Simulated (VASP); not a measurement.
# MgO (Fm-3m) in VASP: further runs

The runs below take MgO through single point, relaxation of cell and atoms, with PBE.

Program: VASP 6.6.1. These are calculated values, not measurements. Logs are shortened: lines on timing, memory, paths and dates and some standing lists are left out, and cuts for length are marked.

### 1 The cell of the first run

The structure is cubic, space group Fm-3m (No. 225). The conventional cell has a = 4.253 Å, b = 4.253 Å, c = 4.253 Å, α = 90.00°, β = 90.00°, γ = 90.00°. Mg (site symmetry m-3m) has 6 O at 2.13 Å within 2.8 Å. O (site symmetry m-3m) has 6 Mg at 2.13 Å within 2.8 Å.

### 2 Single point, PBE

INCAR reads:

```
SYSTEM = MgO
ALGO = Normal ; EDIFF = 1E-6
ENCUT = 600 ; GGA = PE
GGA_COMPAT = .FALSE. ; ISIF = 2
ISMEAR = 0 ; LASPH = .TRUE.
LCHARG = .FALSE. ; LREAL = .FALSE.
LWAVE = .FALSE. ; NBANDS = 11
NELM = 120 ; PREC = Accurate
SIGMA = 0.1
```

KPOINTS reads:

```
k-points
0
G
  8 8 8
  0 0 0
```

POSCAR reads:

```
MgO
1.0
    0.0000000000      2.1266795358      2.1266795358
    2.1266795358      0.0000000000      2.1266795358
    2.1266795358      2.1266795358      0.0000000000
Mg O
1 1
Direct
    0.0000000000      0.0000000000      0.0000000000
    0.5000000000      0.5000000000      0.5000000000
```

Potentials or basis: VASP PAW PBE potentials, release 64 (Mg, O).

Started as:

```sh
> cat potpaw_PBE.64/Mg/POTCAR potpaw_PBE.64/O/POTCAR > POTCAR
> mpirun -np 1 vasp_std > vasp.out
```

OUTCAR:

```text
SYSTEM = MgO
   EDIFF = 1E-6
   ENCUT = 600
   GGA = PE
   ISIF = 2
   ISMEAR = 0
   LASPH = .TRUE.
   LREAL = .FALSE.
   NELM = 120
   PREC = Accurate

 ion  position               nearest neighbor table
   1  0.000  0.000  0.000-   2 2.13   2 2.13   2 2.13   2 2.13   2 2.13   2 2.13
   2  0.500  0.500  0.500-   1 2.13   1 2.13   1 2.13   1 2.13   1 2.13   1 2.13

  LATTYP: Found a face centered cubic cell.
 ALAT       =     4.2533590716

  Lattice vectors:

 A1 = (   0.0000000000,   2.1266795358,   2.1266795358)
 A2 = (   2.1266795358,   0.0000000000,   2.1266795358)
 A3 = (   2.1266795358,   2.1266795358,   0.0000000000)

Analysis of symmetry for initial positions (statically):
=====================================================================
 Subroutine PRICEL returns:
 Original cell was already a primitive cell.

 Routine SETGRP: Setting up the symmetry group for a
 face centered cubic supercell.

 Subroutine GETGRP returns: Found 48 space group operations
[... 9 lines left out ...]

 Routine SETGRP: Setting up the symmetry group for a
 face centered cubic supercell.

 Subroutine GETGRP returns: Found 48 space group operations
[... 11 lines left out ...]
                                     Primitive cell

  volume of cell :      19.2369

  direct lattice vectors                    reciprocal lattice vectors
     0.000000000  2.126679536  2.126679536    -0.235108295  0.235108295  0.235108295
     2.126679536  0.000000000  2.126679536     0.235108295 -0.235108295  0.235108295
     2.126679536  2.126679536  0.000000000     0.235108295  0.235108295 -0.235108295

  length of vectors
     3.007579042  3.007579042  3.007579042     0.407219512  0.407219512  0.407219512

  position of ions in fractional coordinates (direct lattice)
     0.000000000  0.000000000  0.000000000
     0.500000000  0.500000000  0.500000000

  ion indices of the primitive-cell ions
   primitive index   ion index
                 1           1
                 2           2

----------------------------------------------------------------------------------------

 KPOINTS: k-points

Automatic generation of k-mesh.
 Grid dimensions read from file:
 generate k-points for:    8    8    8

 Generating k-lattice:

  Cartesian coordinates                     Fractional coordinates (reciprocal lattice)
    -0.029388537  0.029388537  0.029388537     0.125000000  0.000000000  0.000000000
     0.029388537 -0.029388537  0.029388537     0.000000000  0.125000000  0.000000000
     0.029388537  0.029388537 -0.029388537     0.000000000  0.000000000  0.125000000

  Length of vectors
     0.050902439  0.050902439  0.050902439

  Shift w.r.t. Gamma in fractional coordinates (k-lattice)
     0.000000000  0.000000000  0.000000000

 Subroutine IBZKPT returns following result:
 ===========================================

 Found     29 irreducible k-points:

 Following reciprocal coordinates:
            Coordinates               Weight
  0.000000  0.000000  0.000000      1.000000
  0.125000  0.000000  0.000000      8.000000
  0.250000  0.000000  0.000000      8.000000
  0.375000  0.000000  0.000000      8.000000
  0.500000  0.000000  0.000000      4.000000
  0.125000  0.125000  0.000000      6.000000
[... 16 lines left out ...]
  0.500000  0.250000  0.125000     48.000000
 -0.375000  0.250000  0.125000     24.000000
 [... further k-points ...]
   k-points           NKPTS =     29   k-points in BZ     NKDIM =     29   number of bands    NBANDS=     11
   number of dos      NEDOS =    301   number of ions     NIONS =      2
   total plane-waves  NPLWV =  13824
   dimension x,y,z NGX =    24 NGY =   24 NGZ =   24
   dimension x,y,z NGXF=    48 NGYF=   48 NGZF=   48
   ions per type =               1   1
   NGX,Y,Z   is equivalent  to a cutoff of  13.27, 13.27, 13.27 a.u.
   NGXF,Y,Z  is equivalent  to a cutoff of  26.53, 26.53, 26.53 a.u.
 SYSTEM =  MgO
   PREC   = accura    normal or accurate (medium, high low for compatibility)
   ISTART =      0    job   : 0-new  1-cont  2-samecut
   ICHARG =      2    charge: 1-file 2-atom 10-const
   ISPIN  =      1    spin polarized calculation?
   LNONCOLLINEAR =      F non collinear calculations
   LSORBIT =      F    spin-orbit coupling
   LASPH  =      T    aspherical Exc in radial PAW
   ENCUT  =  600.0 eV  44.10 Ry    6.64 a.u.   6.01  6.01  6.01*2*pi/ulx,y,z
   NELM   =    120;   NELMIN=  2; NELMDL= -5     # of ELM steps
   EDIFF  = 0.1E-05   stopping-criterion for ELM
   LREAL  =      F    real-space projection
   EDIFFG = 0.1E-04   stopping-criterion for IOM
   NSW    =      0    number of steps for IOM
   IBRION =     -1    ionic relax: 0-MD 1-quasi-New 2-CG
   NFREE  =      0    steps in history (QN), initial steepest desc. (CG)
   ISIF   =      2    stress and relaxation
   ISYM   =      2    0-nonsym 1-usesym 2-fastsym
   POTIM  = 0.5000    time-step for ionic-motion
   TEBEG  =    0.0;   TEEND  =   0.0 temperature during run
   PSTRESS=    0.0 pullay stress
   NELECT =       8.0000    total number of electrons
   NUPDOWN=      -1.0000    fix difference up-down
   EMIN   =  10.00;   EMAX   =-10.00  energy-range for DOS
   EFERMI =   0.00;   METHOD = LEGACY
   ISMEAR =     0;   SIGMA  =   0.10  broadening in eV -4-tet -1-fermi 0-gaus
   EFERMI_NEDOS =   21; number of points for ismear=-14 and -15
   IALGO  =     38    algorithm
   IMIX   =      4    mixing-type and parameters
     AMIX     =   0.40;   BMIX     =  1.00
     AMIX_MAG =   1.60;   BMIX_MAG =  1.00
  volume/ion in A,a.u.               =       9.62        64.91
  Fermi-wavevector in a.u.,A,eV,Ry     =   1.221967  2.309183 20.316262  1.493203
  Thomas-Fermi vector in A             =   2.357130
   LORBIT       =      0    0 simple, 1 ext, 2 COOP (PROOUT), +10 PAW based schemes
   GGA     = PE    functional components
   LHFCALC =     F    Hartree Fock is set to
   AEXX    =    0.0000 exact exchange contribution
   IVDW    =     0    specifies the selected vdW correction
   LEPSILON=     F    determine dielectric tensor
   LRPA    =     F    only Hartree local field effects (RPA)
 non-spin polarized calculation
 Gauss-broadening in eV      SIGMA  =   0.10
  energy-cutoff  :      600.00
  volume of cell :       19.24
 maximum number of plane-waves:       660
   NGX = 13   NGY = 13   NGZ = 13

 number of electron       8.0000004 magnetization

 Free energy of the ion-electron system (eV)
  ---------------------------------------------------
  ext. energy  EPLUGINS =         0.00000000
  ---------------------------------------------------
  free energy    TOTEN  =       -11.91482236 eV

  energy without entropy =      -11.91482236  energy(sigma->0) =      -11.91482236

 E-fermi :   3.5211     XC(G=0): -10.9408

 val. band max:        2.9688968624   @ k =   0.0000   0.0000   0.0000
 cond. band min:       7.4165350925   @ k =   0.0000   0.0000   0.0000
 fundamental gap:      4.4476382301
 Fermi energy:         3.5211047829

 k-point     1 :       0.0000    0.0000    0.0000
  band No.  band energies     occupation
      1     -14.1464      2.00000
      2       2.9689      2.00000
      3       2.9689      2.00000
      4       2.9689      2.00000
      5       7.4165      0.00000
      6      18.6044      0.00000
      7      18.6044      0.00000
      8      18.6044      0.00000
      9      22.4428      0.00000
     10      24.1855      0.00000
     11      24.1855      0.00000

 k-point     2 :       0.1250    0.0000    0.0000
  band No.  band energies     occupation
      1     -13.9915      2.00000
      2       2.0251      2.00000
      3       2.8712      2.00000
      4       2.8712      2.00000
      5       8.3344      0.00000
      6      16.9338      0.00000
      7      18.9455      0.00000
      8      18.9455      0.00000
      9      23.1686      0.00000
     10      23.1686      0.00000
     11      24.5012      0.00000

 k-point     3 :       0.2500    0.0000    0.0000
  band No.  band energies     occupation
      1     -13.5901      2.00000
      2       0.3651      2.00000
      3       2.6455      2.00000
      4       2.6455      2.00000
      5       9.7926      0.00000
      6      15.3574      0.00000
      7      19.3803      0.00000
      8      19.3803      0.00000
      9      22.7835      0.00000
     10      22.7835      0.00000
     11      24.4813      0.00000

 k-point     4 :       0.3750    0.0000    0.0000
  band No.  band energies     occupation
      1     -13.1400      2.00000
      2      -0.9929      2.00000
      3       2.4329      2.00000
      4       2.4329      2.00000
      5      10.5591      0.00000
      6      15.0661      0.00000
      7      19.1598      0.00000
      8      19.1598      0.00000
      9      23.7170      0.00000
     10      24.0809      0.00000
     11      24.0809      0.00000

 k-point     5 :       0.5000    0.0000    0.0000
  band No.  band energies     occupation
      1     -12.9352      2.00000
      2      -1.5205      2.00000
      3       2.3481      2.00000
      4       2.3481      2.00000
      5      10.6823      0.00000
      6      15.2428      0.00000
      7      18.9810      0.00000
      8      18.9810      0.00000
      9      23.4240      0.00000
     10      25.1017      0.00000
     11      25.1017      0.00000

 k-point     6 :       0.1250    0.1250    0.0000
  band No.  band energies     occupation
      1     -13.9421      2.00000
      2       1.9461      2.00000
      3       2.7451      2.00000
      4       2.7451      2.00000
      5       8.6291      0.00000
      6      16.4616      0.00000
      7      19.0768      0.00000
      8      19.0768      0.00000
      9      21.4616      0.00000
     10      24.6561      0.00000
     11      25.6195      0.00000

 k-point     7 :       0.2500    0.1250    0.0000
  band No.  band energies     occupation
      1     -13.6283      2.00000
      2       0.7479      2.00000
      3       2.5031      2.00000
      4       2.5066      2.00000
      5       9.9219      0.00000
      6      15.1187      0.00000
      7      19.0534      0.00000
      8      19.5389      0.00000
      9      20.7067      0.00000
     10      24.5495      0.00000
     11      26.5179      0.00000

 k-point     8 :       0.3750    0.1250    0.0000
  band No.  band energies     occupation
      1     -13.1963      2.00000
      2      -0.5345      2.00000
      3       2.1505      2.00000
      4       2.3018      2.00000
      5      11.0206      0.00000
      6      14.6875      0.00000
      7      18.0561      0.00000
      8      19.5682      0.00000
      9      21.9841      0.00000
     10      25.1381      0.00000
     11      25.9696      0.00000
[... 141 lines left out ...]
 k-point    19 :       0.5000    0.3750    0.0000
  band No.  band energies     occupation
      1     -12.7284      2.00000
      2      -0.7978      2.00000
      3       1.2991      2.00000
      4       1.7538      2.00000
      5      12.4738      0.00000
      6      13.1209      0.00000
      7      15.6445      0.00000
      8      21.1184      0.00000
      9      21.1303      0.00000
     10      28.5713      0.00000
     11      29.0368      0.00000

 k-point    20 :      -0.3750    0.3750    0.0000
  band No.  band energies     occupation
      1     -12.6735      2.00000
      2      -0.4196      2.00000
      3       0.3398      2.00000
      4       1.8649      2.00000
      5      12.9131      0.00000
      6      14.4103      0.00000
      7      15.2337      0.00000
      8      20.6891      0.00000
      9      20.8566      0.00000
     10      27.7521      0.00000
     11      29.6802      0.00000

 k-point    21 :       0.5000    0.5000    0.0000
  band No.  band energies     occupation
      1     -12.6874      2.00000
      2      -0.9959      2.00000
      3       1.6615      2.00000
      4       1.6615      2.00000
      5      12.0536      0.00000
      6      12.6245      0.00000
      7      15.7589      0.00000
      8      21.4985      0.00000
      9      21.4985      0.00000
     10      27.7152      0.00000
     11      29.4305      0.00000

 k-point    22 :       0.3750    0.2500    0.1250
  band No.  band energies     occupation
      1     -13.3027      2.00000
      2       0.0220      2.00000
      3       1.8568      2.00000
      4       2.3803      2.00000
      5      11.1716      0.00000
      6      14.3343      0.00000
      7      17.7232      0.00000
      8      20.1738      0.00000
      9      20.8085      0.00000
     10      25.0647      0.00000
     11      28.2969      0.00000

 k-point    23 :       0.5000    0.2500    0.1250
  band No.  band energies     occupation
      1     -12.9485      2.00000
      2      -0.6391      2.00000
      3       1.3003      2.00000
      4       2.1369      2.00000
      5      12.2159      0.00000
      6      14.4181      0.00000
      7      16.5691      0.00000
      8      19.7579      0.00000
      9      22.3341      0.00000
     10      24.9971      0.00000
     11      28.5122      0.00000

 k-point    24 :      -0.3750    0.2500    0.1250
  band No.  band energies     occupation
      1     -12.7916      2.00000
      2      -0.9180      2.00000
      3       1.0991      2.00000
      4       2.0211      2.00000
      5      12.4351      0.00000
      6      14.8830      0.00000
      7      16.1542      0.00000
      8      19.5115      0.00000
      9      23.1525      0.00000
     10      24.6559      0.00000
     11      28.6628      0.00000

 [... further k-points ...]
[... 5 lines left out ...]
  --------------------------------------------------------------------------------------
  -------------------------------------------------------------------------------------
  Total       -0.1176298     -0.1176298     -0.1176298     -0.0000000     -0.0000000      0.0000000
  in kB       -9.7969698     -9.7969698     -9.7969698     -0.0000000     -0.0000000      0.0000000
  external PRESSURE =      -9.7969698 kB  Pullay stress =       0.0000000 kB

 VOLUME and BASIS-vectors are now :
 -----------------------------------------------------------------------------
  energy-cutoff  :      600.00
  volume of cell :       19.24
      direct lattice vectors                 reciprocal lattice vectors
     0.000000000  2.126679536  2.126679536    -0.235108295  0.235108295  0.235108295
     2.126679536  0.000000000  2.126679536     0.235108295 -0.235108295  0.235108295
     2.126679536  2.126679536  0.000000000     0.235108295  0.235108295 -0.235108295

 POSITION                                       TOTAL-FORCE (eV/Angst)
 -----------------------------------------------------------------------------------
      0.00000      0.00000      0.00000        -0.000000     -0.000000      0.000000
      2.12668      2.12668      2.12668         0.000000      0.000000     -0.000000
 -----------------------------------------------------------------------------------
    total drift:                               -0.000000     -0.000000      0.000000

  FREE ENERGIE OF THE ION-ELECTRON SYSTEM (eV)
  ---------------------------------------------------
  free  energy   TOTEN  =       -11.9148223553 eV

  energy  without entropy=      -11.9148223553  energy(sigma->0) =      -11.91482236
```

Run time: 5.4 s. Hardware: 1 thread of Intel Xeon Platinum 8259CL at 2.50GHz (Skylake/Cascade Lake), shared host; peak memory 0.14 GiB.

What came out:

* Free energy: -11.9148 eV
* Pressure: -1.0 GPa
* Band gap on the k mesh: 4.45 eV, direct

As with any semilocal functional, this PBE gap is likely too small.

[end of part 1 of 2]
